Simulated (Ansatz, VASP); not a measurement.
## One calculation of Sr, two programs

```
Sr
1.0
     0.00000    2.99547    2.99547
     2.99547    0.00000    2.99547
     2.99547    2.99547    0.00000
Sr
1
Direct
  0.00000 0.00000 0.00000
```

Alike in both runs: task single point; functional RPBE; k mesh 15 × 15 × 15; occupations fermi-dirac, width 0.1 eV; no spin polarisation.

|  | VASP | Ansatz |
| --- | --- | --- |
| version | VASP 6.6.1 | Ansatz 0.2.0 |
| potentials or method | VASP PAW PBE potentials, release 64 (Sr_sv), cutoff 520 eV | plane waves (420 eV) with PAW, scalar-relativistic |
| valence electrons in the cell | 10 | 10 |

|  | VASP | Ansatz | Ansatz less VASP |
| --- | --- | --- | --- |
| pressure (GPa) | 1.1 | 1.0 | -0.01 |

VASP's potentials were made for PBE, not for RPBE. With one functional, cell and mesh, what is left measures potentials, basis and numerics.
